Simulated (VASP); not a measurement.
Input of a VASP 6.6.1 run:

INCAR

```
SYSTEM = Co
ALGO = Fast
EDIFF = 1E-6
ENCUT = 520
GGA = PS
ISIF = 2
ISMEAR = 0
ISPIN = 2
LASPH = .True.
LCHARG = .True.
LELF = .True.
LMAXMIX = 4
LORBIT = 11
LREAL = .False.
LVHAR = .True.
LWAVE = .False.
MAGMOM = 1.79 1.79
NBANDS = 20
NELM = 150
PREC = Accurate
SIGMA = 0.15
```

File KPOINTS:

```
k-points
0
Gamma
  21 21 12
  0 0 0
```

File POSCAR:

```
Co
1.0
    2.4146000000      0.0000000000      0.0000000000
   -1.2073000000      2.0911049400      0.0000000000
    0.0000000000      0.0000000000      4.0996000000
Co
2
Direct
    0.3333333333      0.6666666667      0.2500000000
    0.6666666667      0.3333333333      0.7500000000
```

Potentials or basis: VASP PAW PBE potentials, release 64 (Co).

The run is started by

```sh
$ cat potpaw_PBE.64/Co/POTCAR > POTCAR
$ mpirun -np 1 vasp_std > vasp.out
```

Question: Estimate the net moment.

Answer: 3.15 μB per cell.

Question: Estimate the pressure.

Answer: 0.4 GPa.

Question: Estimate the site moments.

Answer: Co +1.58 μB.

Stress tensor (GPa, compression positive):
```
  5.86   0.00   0.00
  0.00   5.86   0.00
  0.00   0.00 -10.56
```

Caveat: the stress differs along the axes, from -11 to 6 GPa; the PAW data sets were made with another functional, which shifts forces and pressure a little.
